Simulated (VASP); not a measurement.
Write the native input for VASP 6.6.1 that does the following.

```yaml
Task: single point
Functional: PBE
Potentials_or_basis: VASP PAW PBE potentials, release 64 (In_d)
Cutoff: 520 eV
k_mesh: 9 × 9 × 3
Occupations: fermi-dirac, width 0.05 eV
Spin: no spin polarisation
Dipole_correction: no
Further_INCAR_settings: ALGO = Fast; EDIFF = 1e-06; NBANDS = 34
```

The structure of In lies in POSCAR:

```
In
1.0
    3.3861216239      0.0000000000      0.0000000000
   -1.6930608120      2.9324673466      0.0000000000
    0.0000000000      0.0000000000     10.8712316918
In
4
Direct
    0.6666666667      0.3333333333      0.7500000000
    0.0000000000      0.0000000000      0.5000000000
    0.3333333333      0.6666666667      0.2500000000
    0.0000000000      0.0000000000      0.0000000000
```

This isn't the form of In at room conditions, which is tetragonal.

These files were run (other wordings do the same):

INCAR

```
SYSTEM = In
ALGO = Fast ; EDIFF = 1E-6
ENCUT = 520 ; GGA = PE
ISIF = 2 ; ISMEAR = -1
LASPH = .TRUE. ; LCHARG = .FALSE.
LREAL = .FALSE. ; LWAVE = .FALSE.
NBANDS = 34 ; NELM = 100
PREC = Accurate ; SIGMA = 0.05
```

KPOINTS

```
k-points
0
G
  9 9 3
  0 0 0
```

Potentials or basis: VASP PAW PBE potentials, release 64 (In_d).

Command:

```bash
$ cat potpaw_PBE.64/In_d/POTCAR > POTCAR
$ mpirun -np 1 vasp_std > vasp.out
```

It gave:

| Property | Result |
| --- | --- |
| Pressure | 0.8 GPa |
| Band gap on the k mesh | zero (bands 26 and 27 overlap by 4.70 eV) |

Caveat: spin-orbit coupling is left out, which moves the levels of the heavy elements.

Wall time 2.9 min on 1 thread of Intel Xeon 8259CL, on a shared host, peak memory 0.27 GiB.
